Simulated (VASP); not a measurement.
# Co (P6_3/mmc) in VASP: a series of runs, part 2 of 2

VASP 6.6.1. The steps go on from the part before.

### 4 Single point, BLYP, collinear spin, ferromagnetic start

This run uses another cell than the first one, of 10.05 Å³/atom.

Input file INCAR:

```
SYSTEM = Co
PREC = Accurate
ENCUT = 600
EDIFF = 1E-6
ISMEAR = -1
SIGMA = 0.05
LREAL = .False.
LASPH = .True.
NELM = 200
ALGO = Normal
ISIF = 2
LWAVE = .False.
LCHARG = .False.
ISPIN = 2
MAGMOM = 2 2 2 2
LORBIT = 11
LMAXMIX = 4
GGA = B5
ALDAX = 1.0
AGGAX = 1.0
AGGAC = 1.0
ALDAC = 0.0
NBANDS = 46
GGA_COMPAT = .False.
```

Input file KPOINTS:

```
Automatic mesh
0
Gamma
  12 12 4
  0 0 0
```

Input file POSCAR:

```
Co
1.0
    2.4201280013      0.0000000000      0.0000000000
   -1.2100640007      2.0958923296      0.0000000000
    0.0000000000      0.0000000000      7.9231214745
Co
4
Direct
    0.6666666667      0.3333333333      0.7500000000
    0.0000000000      0.0000000000      0.5000000000
    0.3333333333      0.6666666667      0.2500000000
    0.0000000000      0.0000000000      0.0000000000
```

Potentials or basis: VASP PAW PBE potentials, release 64 (Co_sv).

Run with:

```sh
cat potpaw_PBE.64/Co_sv/POTCAR > POTCAR
mpirun -np 1 vasp_std > vasp.out
```

OUTCAR:

```text
SYSTEM = Co
   PREC = Accurate
   ENCUT = 600
   EDIFF = 1E-6
   ISMEAR = -1
   LREAL = .False.
   LASPH = .True.
   NELM = 200
   ISIF = 2
   ISPIN = 2
   LORBIT = 11
   GGA = B5

 ion  position               nearest neighbor table
   1  0.667  0.333  0.750-   2 2.42   4 2.42   2 2.42   4 2.42   2 2.42   4 2.42
   2  0.000  0.000  0.500-   1 2.42   3 2.42   1 2.42   3 2.42   1 2.42   3 2.42
   3  0.333  0.667  0.250-   2 2.42   4 2.42   2 2.42   4 2.42   2 2.42   4 2.42
   4  0.000  0.000  0.000-   1 2.42   3 2.42   1 2.42   3 2.42   1 2.42   3 2.42

  LATTYP: Found a hexagonal cell.
 ALAT       =     2.4201280013
 C/A-ratio  =     3.2738439745

  Lattice vectors:

 A1 = (   2.4201280013,   0.0000000000,   0.0000000000)
 A2 = (  -1.2100640007,   2.0958923296,   0.0000000000)
 A3 = (   0.0000000000,   0.0000000000,   7.9231214745)

Analysis of symmetry for initial positions (statically):
=====================================================================
 Subroutine PRICEL returns:
 Original cell was already a primitive cell.

 Routine SETGRP: Setting up the symmetry group for a
 hexagonal supercell.

 Subroutine GETGRP returns: Found 24 space group operations
 (whereof 12 operations were pure point group operations)
 out of a pool of 24 trial point group operations.

The static configuration has the point symmetry D_3d.
 The point group associated with its full space group is D_6h.

Analysis of symmetry for dynamics (positions and initial velocities):
=====================================================================
 Subroutine PRICEL returns:
 Original cell was already a primitive cell.

 Routine SETGRP: Setting up the symmetry group for a
 hexagonal supercell.

 Subroutine GETGRP returns: Found 24 space group operations
 (whereof 12 operations were pure point group operations)
 out of a pool of 24 trial point group operations.

The dynamic configuration has the point symmetry D_3d.
 The point group associated with its full space group is D_6h.

Analysis of structural, dynamic, and magnetic symmetry:
=====================================================================
 Subroutine PRICEL returns:
 Original cell was already a primitive cell.

 Routine SETGRP: Setting up the symmetry group for a
 hexagonal supercell.

 Subroutine GETGRP returns: Found 24 space group operations
 (whereof 12 operations were pure point group operations)
 out of a pool of 24 trial point group operations.

The overall configuration has the point symmetry D_3d.
 The point group associated with its full space group is D_6h.

 Subroutine INISYM returns: Found 24 space group operations
 (whereof 12 operations are pure point group operations),
 and found     1 'primitive' translations

----------------------------------------------------------------------------------------

                                     Primitive cell

  volume of cell :      40.1887

  direct lattice vectors                    reciprocal lattice vectors
     2.420128001  0.000000000  0.000000000     0.413201285  0.238561873  0.000000000
    -1.210064001  2.095892330  0.000000000     0.000000000  0.477123746  0.000000000
     0.000000000  0.000000000  7.923121475     0.000000000  0.000000000  0.126212883

  length of vectors
     2.420128001  2.420128001  7.923121475     0.477123746  0.477123746  0.126212883
[... 79 lines left out ...]
   ISPIN  =      2    spin polarized calculation?
   LNONCOLLINEAR =      F non collinear calculations
   LSORBIT =      F    spin-orbit coupling
   LASPH  =      T    aspherical Exc in radial PAW
   ENCUT  =  600.0 eV  44.10 Ry    6.64 a.u.   4.83  4.83 15.82*2*pi/ulx,y,z
   NELM   =    200;   NELMIN=  2; NELMDL= -5     # of ELM steps
   EDIFF  = 0.1E-05   stopping-criterion for ELM
   LREAL  =      F    real-space projection
   EDIFFG = 0.1E-04   stopping-criterion for IOM
   NSW    =      0    number of steps for IOM
   IBRION =     -1    ionic relax: 0-MD 1-quasi-New 2-CG
   NFREE  =      0    steps in history (QN), initial steepest desc. (CG)
   ISIF   =      2    stress and relaxation
   ISYM   =      2    0-nonsym 1-usesym 2-fastsym
   POTIM  = 0.5000    time-step for ionic-motion
   TEBEG  =    0.0;   TEEND  =   0.0 temperature during run
   PSTRESS=    0.0 pullay stress
   NELECT =      68.0000    total number of electrons
   NUPDOWN=      -1.0000    fix difference up-down
   EMIN   =  10.00;   EMAX   =-10.00  energy-range for DOS
   EFERMI =   0.00;   METHOD = LEGACY
   ISMEAR =    -1;   SIGMA  =   0.05  broadening in eV -4-tet -1-fermi 0-gaus
   EFERMI_NEDOS =   21; number of points for ismear=-14 and -15
   IALGO  =     38    algorithm
   IMIX   =      4    mixing-type and parameters
     AMIX     =   0.40;   BMIX     =  1.00
     AMIX_MAG =   1.60;   BMIX_MAG =  1.00
  volume/ion in A,a.u.               =      10.05        67.80
  Fermi-wavevector in a.u.,A,eV,Ry     =   1.950787  3.686454 51.777940  3.805571
  Thomas-Fermi vector in A             =   2.978234
   LORBIT       =     11    0 simple, 1 ext, 2 COOP (PROOUT), +10 PAW based schemes
   GGA     = B5    functional components
   LHFCALC =     F    Hartree Fock is set to
   AEXX    =    0.0000 exact exchange contribution
   IVDW    =     0    specifies the selected vdW correction
   LEPSILON=     F    determine dielectric tensor
   LRPA    =     F    only Hartree local field effects (RPA)
 spin polarized calculation
  energy-cutoff  :      600.00
  volume of cell :       40.19
 maximum number of plane-waves:      1374
 NGX is ok and might be reduce to    20
   NGX =  9   NGY =  9   NGZ = 31

 number of electron      68.0000047 magnetization       6.0985759

 Free energy of the ion-electron system (eV)
  ---------------------------------------------------
  ext. energy  EPLUGINS =         0.00000000
  ---------------------------------------------------
  free energy    TOTEN  =       -24.00389609 eV

  energy without entropy =      -23.97069456  energy(sigma->0) =      -23.98729532

 E-fermi :  13.7803     XC(G=0): -13.8105

 val. band max:       13.7795024315   @ k =   0.4167   0.1667   0.0000
 cond. band min:      13.7842426646   @ k =   0.2500  -0.0000   0.0000
 fundamental gap:      0.0047402331
 Fermi energy:        13.7802698561

 spin component 1

 k-point     1 :       0.0000    0.0000    0.0000
  band No.  band energies     occupation
      1     -81.8931      1.00000
      2     -81.8697      1.00000
      3     -81.8296      1.00000
      4     -81.8061      1.00000
      5     -45.5816      1.00000
      6     -45.4056      1.00000
[... 1165 lines left out ...]
     45      29.3768      0.00000
     46      30.2768      0.00000

 [... further k-points ...]

 spin component 2

 k-point     1 :       0.0000    0.0000    0.0000
  band No.  band energies     occupation
      1     -79.9507      1.00000
      2     -79.9136      1.00000
      3     -79.9049      1.00000
      4     -79.8676      1.00000
      5     -43.7068      1.00000
      6     -43.4903      1.00000
[... 1165 lines left out ...]
     45      29.7802      0.00000
     46      30.7228      0.00000

 [... further k-points ...]
[... 5 lines left out ...]
  --------------------------------------------------------------------------------------
  -------------------------------------------------------------------------------------
  Total        7.1601077      7.1601077      6.3079439     -0.0000000      0.0000000      0.0000000
  in kB      285.4476803    285.4476803    251.4749811     -0.0000000      0.0000000      0.0000000
  external PRESSURE =     274.1234472 kB  Pullay stress =       0.0000000 kB

 VOLUME and BASIS-vectors are now :
 -----------------------------------------------------------------------------
  energy-cutoff  :      600.00
  volume of cell :       40.19
      direct lattice vectors                 reciprocal lattice vectors
     2.420128001  0.000000000  0.000000000     0.413201285  0.238561873  0.000000000
    -1.210064001  2.095892330  0.000000000     0.000000000  0.477123746  0.000000000
     0.000000000  0.000000000  7.923121475     0.000000000  0.000000000  0.126212883

 POSITION                                       TOTAL-FORCE (eV/Angst)
 -----------------------------------------------------------------------------------
      1.21006      0.69863      5.94234         0.000000     -0.000000     -0.000000
      0.00000      0.00000      3.96156        -0.000000      0.000000      0.000000
     -0.00000      1.39726      1.98078        -0.000000      0.000000      0.000000
      0.00000      0.00000      0.00000        -0.000000      0.000000      0.000000
 -----------------------------------------------------------------------------------
    total drift:                                0.000000     -0.000000      0.000000

  FREE ENERGIE OF THE ION-ELECTRON SYSTEM (eV)
  ---------------------------------------------------
  free  energy   TOTEN  =       -24.0038960876 eV

  energy  without entropy=      -23.9706945621  energy(sigma->0) =      -23.98729532

 total charge

# of ion       s       p       d       tot
------------------------------------------
    1        2.265   6.135   6.771  15.171
    2        2.265   6.133   6.778  15.176
    3        2.265   6.135   6.771  15.171
    4        2.265   6.133   6.778  15.176
--------------------------------------------------
tot          9.061  24.536  27.097  60.694

 magnetization (x)

# of ion       s       p       d       tot
------------------------------------------
    1       -0.005  -0.013   1.602   1.584
    2       -0.006  -0.012   1.577   1.559
    3       -0.005  -0.013   1.602   1.584
    4       -0.006  -0.012   1.577   1.559
--------------------------------------------------
tot         -0.022  -0.050   6.358   6.287
```

OSZICAR:

```text
N       E                     dE             d eps       ncg     rms          rms(c)
DAV:   1     0.170614772446E+04    0.17061E+04   -0.36711E+04 13408   0.497E+03
DAV:   2     0.301193950181E+03   -0.14050E+04   -0.13534E+04 13602   0.125E+03
DAV:   3    -0.636772321819E+01   -0.30756E+03   -0.29700E+03 15754   0.629E+02
DAV:   4    -0.266900738293E+02   -0.20322E+02   -0.20269E+02 16186   0.148E+02
DAV:   5    -0.278480511338E+02   -0.11580E+01   -0.11579E+01 16450   0.493E+01    0.246E+01
DAV:   6    -0.247822068510E+02    0.30658E+01   -0.29079E+01 14096   0.105E+02    0.190E+01
DAV:   7    -0.241374466715E+02    0.64476E+00   -0.53138E+00 13200   0.508E+01    0.105E+01
DAV:   8    -0.260499856679E+02   -0.19125E+01   -0.97104E+00 14464   0.617E+01    0.257E+01
DAV:   9    -0.239882636739E+02    0.20617E+01   -0.34849E+00 15616   0.361E+01    0.257E+00
DAV:  10    -0.240025961424E+02   -0.14332E-01   -0.20313E-01 17080   0.813E+00    0.133E+00
DAV:  11    -0.240033594750E+02   -0.76333E-03   -0.38902E-02 15474   0.363E+00    0.616E-01
DAV:  12    -0.240036663155E+02   -0.30684E-03   -0.43034E-03 16794   0.895E-01    0.283E-01
DAV:  13    -0.240037660279E+02   -0.99712E-04   -0.18652E-04 18032   0.277E-01    0.125E-01
DAV:  14    -0.240038888258E+02   -0.12280E-03   -0.77710E-05 18376   0.217E-01    0.620E-02
DAV:  15    -0.240038981891E+02   -0.93633E-05   -0.33129E-05 14266   0.133E-01    0.220E-02
DAV:  16    -0.240038961856E+02    0.20034E-05   -0.65558E-06 12150   0.416E-02    0.104E-02
DAV:  17    -0.240038960876E+02    0.97994E-07   -0.66019E-07  7098   0.197E-02
   1 F= -.24003896E+02 E0= -.23987295E+02  d E =-.332015E-01  mag=     6.0981
```

Run time: 9.2 min. Hardware: 1 thread of Intel Xeon Platinum 8259CL at 2.50GHz (Skylake/Cascade Lake), shared host; peak memory 0.29 GiB.

Results:

```yaml
Free_energy: -24.0039 eV
Pressure: 27.4 GPa
Net_moment: 6.10 μB per cell
Site_moments: Co +1.58, +1.56 (each value once) μB
Valence_electrons_inside_the_program's_atomic_spheres: Co 15.17, 15.18 (each value once)
```

Levels at points of the mesh, in eV from the Fermi level:
Spin up:
```
           k point  band 34  band 35  band 36  band 37  band 38  band 39  band 40  band 41
(0.00, 0.00, 0.00)    -1.40    -1.40    -1.06    -1.06    -0.62    -0.62    -0.13     6.91
(0.50, 0.00, 0.00)    -0.35    -0.34    -0.32     0.47     1.63     2.90     3.53     7.72
(0.00, 0.00, 0.50)    -1.57    -1.57    -1.57    -0.81    -0.81    -0.81    -0.81     9.98
(0.50, 0.00, 0.50)    -0.49    -0.36    -0.36     1.57     1.57     3.20     3.20     8.05
```
Spin down:
| k point | band 28 | band 29 | band 30 | band 31 | band 32 | band 33 |
| --- | --- | --- | --- | --- | --- | --- |
| (0.00, 0.00, 0.00) | -1.02 | -1.02 | -0.97 | -0.97 | -0.11 | -0.02 |
| (0.50, 0.00, 0.00) | -0.18 | -0.14 | 0.73 | 1.24 | 1.26 | 1.27 |
| (0.00, 0.00, 0.50) | -1.24 | -1.12 | -1.12 | -1.12 | -1.12 | 0.18 |
| (0.50, 0.00, 0.50) | -0.87 | -0.26 | -0.26 | 0.83 | 0.83 | 1.26 |

Caveat: the cell stands under pressure; the PAW data sets were made with another functional, which shifts forces and pressure a little.

### 5 Single point, RPBE, collinear spin, ferromagnetic start

This run uses another cell than the first one, of 10.69 Å³/atom.

Input file INCAR:

```
SYSTEM = Co
PREC = Accurate ; ENCUT = 520
EDIFF = 1E-7 ; ISMEAR = -1
SIGMA = 0.05 ; LREAL = .False.
LASPH = .True. ; NELM = 150
ALGO = Normal ; ISIF = 2
LWAVE = .False. ; LCHARG = .False.
ISPIN = 2 ; MAGMOM = 2 2 2 2
LORBIT = 11 ; LMAXMIX = 4
GGA = RP ; NBANDS = 30
```

Input file KPOINTS:

```
regular mesh
0
Gamma
  12 12 4
  0 0 0
```

Input file POSCAR:

```
Co
1.0
    2.4705617809      0.0000000000      0.0000000000
   -1.2352808905      2.1395692639      0.0000000000
    0.0000000000      0.0000000000      8.0882338000
Co
4
Direct
    0.6666666667      0.3333333333      0.7500000000
    0.0000000000      0.0000000000      0.5000000000
    0.3333333333      0.6666666667      0.2500000000
    0.0000000000      0.0000000000      0.0000000000
```

Potentials or basis: VASP PAW PBE potentials, release 64 (Co).

Run with:

```sh
cat potpaw_PBE.64/Co/POTCAR > POTCAR
mpirun -np 1 vasp_std > vasp.out
```

It took 80 s on 1 thread of Intel Xeon 6975P-C (Granite Rapids), shared host; peak memory 0.22 GiB.

It converged, with:

```yaml
Free_energy: -25.9971 eV
Pressure: 9.9 GPa
Net_moment: 6.62 μB per cell
Site_moments: Co +1.68, +1.66 (each value once) μB
Valence_electrons_inside_the_program's_atomic_spheres: Co 8.30, 8.31 (each value once)
```

Stress tensor (GPa, compression positive):
```
11.17  0.00  0.00
 0.00 11.17  0.00
 0.00  0.00  7.34
```

Levels at points of the mesh, in eV from the Fermi level:
Spin up:
```tsv
k point	band 19	band 20	band 21	band 22	band 23	band 24	band 25	band 26
(0.00, 0.00, 0.00)	-1.57	-1.25	-1.25	-0.86	-0.86	-0.29	6.24	14.81
(0.50, 0.00, 0.00)	-0.60	-0.59	0.27	1.39	2.48	3.12	7.05	7.07
(0.00, 0.00, 0.50)	-1.72	-1.72	-1.03	-1.03	-1.03	-1.03	9.25	9.25
(0.50, 0.00, 0.50)	-0.62	-0.62	1.23	1.23	2.82	2.82	7.40	7.40
```
Spin down:
| k point | band 11 | band 12 | band 13 | band 14 | band 15 | band 16 | band 17 | band 18 |
| --- | --- | --- | --- | --- | --- | --- | --- | --- |
| (0.00, 0.00, 0.00) | -1.12 | -0.84 | -0.84 | -0.80 | -0.80 | -0.39 | 0.09 | 0.09 |
| (0.50, 0.00, 0.00) | -0.81 | -0.08 | -0.04 | 0.48 | 1.22 | 1.24 | 1.25 | 1.27 |
| (0.00, 0.00, 0.50) | -1.04 | -1.04 | -0.94 | -0.94 | -0.94 | -0.94 | 0.27 | 0.27 |
| (0.50, 0.00, 0.50) | -0.83 | -0.83 | -0.24 | -0.24 | 0.84 | 0.84 | 1.23 | 1.23 |

Caveat: the cell stands under pressure; the PAW data sets were made with another functional, which shifts forces and pressure a little.

### 6 The runs side by side

```csv
level,potentials or basis,cell,cutoff (eV),gap on the mesh (eV),pressure (GPa),moment (μB)
SVWN5,"VASP PAW PBE potentials, release 64 (Co)","a = 2.454, b = 2.454, c = 8.034 Å, angles 90.0, 90.0, 120.0°, 4 atoms",520,none,-13.1,5.83
r2SCAN,"VASP PAW PBE potentials, release 64 (Co)","a = 2.519, b = 2.519, c = 8.247 Å, angles 90.0, 90.0, 120.0°, 4 atoms",520,none,-11.8,7.10
BLYP,"VASP PAW PBE potentials, release 64 (Co_sv)","a = 2.420, b = 2.420, c = 7.923 Å, angles 90.0, 90.0, 120.0°, 4 atoms",600,none,27.4,6.10
RPBE,"VASP PAW PBE potentials, release 64 (Co)","a = 2.471, b = 2.471, c = 8.088 Å, angles 90.0, 90.0, 120.0°, 4 atoms",520,none,9.9,6.62
```

Alike in all rows: task single point; spin collinear, ferromagnetic start; k mesh 12 × 12 × 4; smearing fermi-dirac 0.05 eV.

Caveats: the PAW data sets were made with another functional, which shifts forces and pressure a little; the cell stands under tension (at least some runs); the cell stands under pressure (at least some runs).

Total energies depend on the potentials used, so only differences within one code and one set of settings carry meaning.

The gap in the log of VASP goes by the Fermi energy; the results here count the filled bands.